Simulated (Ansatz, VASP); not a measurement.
ZnS in VASP and in Ansatz

```
Zn S
1.0
     5.40930    0.00000    0.00000
     0.00000   -5.40930    0.00000
     0.00000    0.00000   -5.40930
Zn S
4 4
Cartesian
  0.0000 -2.7046 -2.7046
  2.7046 0.0000 -2.7046
  2.7046 -2.7046 0.0000
  0.0000 0.0000 0.0000
  4.0570 -4.0570 -4.0570
  1.3523 -1.3523 -4.0570
  1.3523 -4.0570 -1.3523
  4.0570 -1.3523 -1.3523
```

Alike in both runs: task single point; functional LDA; k mesh 6 × 6 × 6; occupations gaussian, width 0.05 eV; no spin polarisation.

|  | VASP | Ansatz |
| --- | --- | --- |
| version | VASP 6.6.1 | Ansatz 0.2.0 |
| potentials or method | VASP PAW LDA potentials, release 64 (Zn, S), cutoff 520 eV | scalar-relativistic, plane waves, PAW |
| valence electrons in the cell | 72 | 72 |

Ansatz gave:

```
gap on the k mesh at the Fermi level (eV) : 1.85
least direct gap on the mesh (eV)         : 1.85
pressure (GPa)                            : -4.7
```

Task: What did VASP give for the same quantities?

Result: gap on the k mesh at the Fermi level (eV): 1.88; least direct gap on the mesh (eV): 1.88; pressure (GPa): -4.6.

LDA's correlation is that of Perdew and Zunger in VASP and of Perdew and Wang (1992) in Ansatz.
